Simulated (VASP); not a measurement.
Runs of VASP 6.6.1 on Ti. The structure is that of space group P6/mmm (No. 191), or close to it. The cells are those of the table. This isn't the form of Ti at room conditions, which is hcp.

```tsv
task	cell	k mesh	cutoff (eV)	gap on the mesh (eV)	pressure (GPa)
single point	a = 4.705, b = 4.705, c = 2.909 Å, angles 90.0, 90.0, 120.0°, 3 atoms	12 × 12 × 18	520	none	-8.6
single point	a = 4.522, b = 4.522, c = 2.796 Å, angles 90.0, 90.0, 120.0°, 3 atoms	12 × 12 × 18	520	none	(a)
relaxation of cell and atoms	relaxed to 20 GPa from a = 4.360, b = 4.360, c = 2.707 Å, angles 90.0, 90.0, 120.0°, 3 atoms	12 × 12 × 16	600	none	20.0
single point	a = 4.477, b = 4.477, c = 2.768 Å, angles 90.0, 90.0, 120.0°, 3 atoms	12 × 12 × 18	520	none	8.5
single point	a = 4.659, b = 4.659, c = 2.881 Å, angles 90.0, 90.0, 120.0°, 3 atoms	12 × 12 × 18	520	none	-6.0
```

Alike in all rows: level r2SCAN; potentials or basis VASP PAW PBE potentials, release 64 (Ti_sv); no spin polarisation; smearing gaussian 0.1 eV.

Question: Fill in the values left out.

Answer: (a) 4.2.

Caveats: the PAW data sets were made with another functional, which shifts forces and pressure a little; the cell stands under tension (at least some runs); the cell stands under pressure (at least some runs); the cell is relaxed towards a set pressure, so the run minimises the enthalpy, not the energy (at least some runs).

A gap of «none» marks levels without a gap at the run's occupations.
